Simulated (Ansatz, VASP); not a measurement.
Given: the input of a run of VASP 6.6.1 on HgTe.

POSCAR

```
HgTe
1.0
    2.9925180000     -3.4669290000      0.0000000000
    2.9925180000      3.4669290000      0.0000000000
    0.0000000000      0.0000000000      5.7981570000
Hg Te
2 2
Direct
    0.6569500000      0.3430500000      0.2500000000
    0.3430500000      0.6569500000      0.7500000000
    0.2151910000      0.7848090000      0.2500000000
    0.7848090000      0.2151910000      0.7500000000
```

Contents of INCAR.step1:

```
SYSTEM = HgTe
PREC     = Accurate       ! precision mode
ENCUT    = 520            ! plane-wave cutoff, eV
ISMEAR   = -1             ! smearing method
SIGMA    = 0.05           ! smearing width, eV
LREAL    = .FALSE.        ! projectors in reciprocal space
LASPH    = .TRUE.         ! aspherical terms in the spheres
NELM     = 80             ! most SCF steps
NBANDS   = 26             ! bands
GGA      = PE             ! functional
ALGO     = Normal         ! electronic algorithm
EDIFF    = 1E-4           ! SCF threshold, eV
LWAVE    = .TRUE.         ! write WAVECAR
LCHARG   = .FALSE.        ! write CHGCAR
```

File INCAR.step2:

```
SYSTEM = HgTe
PREC     = Accurate       ! precision mode
ENCUT    = 520            ! plane-wave cutoff, eV
EDIFF    = 1E-6           ! SCF threshold, eV
ISMEAR   = -1             ! smearing method
SIGMA    = 0.05           ! smearing width, eV
LREAL    = .FALSE.        ! projectors in reciprocal space
LASPH    = .TRUE.         ! aspherical terms in the spheres
NELM     = 80             ! most SCF steps
ALGO     = Normal         ! electronic algorithm
ISIF     = 2              ! what is computed and relaxed
LWAVE    = .FALSE.        ! write WAVECAR
LCHARG   = .TRUE.         ! write CHGCAR
METAGGA  = R2SCAN         ! meta-GGA
LMIXTAU  = .TRUE.       
LELF     = .TRUE.         ! ELF
LVHAR    = .TRUE.       
NBANDS   = 26             ! bands
ISTART   = 1
```

File KPOINTS:

```
regular mesh
0
G
  6 6 5
  0 0 0
```

Potentials or basis: VASP PAW PBE potentials, release 64 (Hg, Te).

Launch:

```console
$ cat potpaw_PBE.64/Hg/POTCAR potpaw_PBE.64/Te/POTCAR > POTCAR
$ cp INCAR.step1 INCAR
$ mpirun -np 1 vasp_std > vasp.out
$ cp INCAR.step2 INCAR
$ mpirun -np 1 vasp_std > vasp.out
```

Task: Translate it to Ansatz 0.2.0. Potentials there: Ansatz PAW.

Result: As run (the cutoff follows the program's own potentials):

input.yaml

```yaml
crystal:
  lattice:
    - [2.992518, -3.466929, 0.0]
    - [2.992518, 3.466929, 0.0]
    - [0.0, 0.0, 5.798157]
  atoms:
    - { symbol: Hg, position: [0.65695, 0.34305, 0.25] }
    - { symbol: Hg, position: [0.34305, 0.65695, 0.75] }
    - { symbol: Te, position: [0.215191, 0.784809, 0.25] }
    - { symbol: Te, position: [0.784809, 0.215191, 0.75] }
hamiltonian:
  xc: r2scan
  pseudopotentials: { kind: paw }
kpoints:
  mp_grid: { grid: [6, 6, 5] }
scf:
  occupations: { method: fermi_dirac, width: 0.05 }
output:
  forces: true
  stress: true
  eigenvalues: true
```

Potentials or basis: Ansatz PAW.

Command:

```console
$ ansatz run input.yaml --threads 2 --pin off --max-ram 5632MiB --backend cpu --events-out ev --progress --plain --runs-dir out
```

Both were run:

|  | VASP | Ansatz | Ansatz less VASP |
| --- | --- | --- | --- |
| gap on the k mesh at the Fermi level (eV) | none | none | - |
| pressure (GPa) | -1.3 | -1.4 | -0.12 |
| traceless stress, the component that is largest in VASP (GPa) | 0.31 | 0.34 | +0.033 |
| rms of the force components (eV/Å) | 0.071 | 0.077 | +0.0060 |

VASP's potentials were made for PBE, not for r2SCAN. Atom by atom the forces differ by 0.006 eV/Å (rms over components). A gap of «none» marks a metal or a gap that the smearing closes. VASP's potentials hold 36 valence electrons a cell and Ansatz's 72, so a difference there can come from the potentials and not from the codes.

Spin-orbit coupling is off throughout.
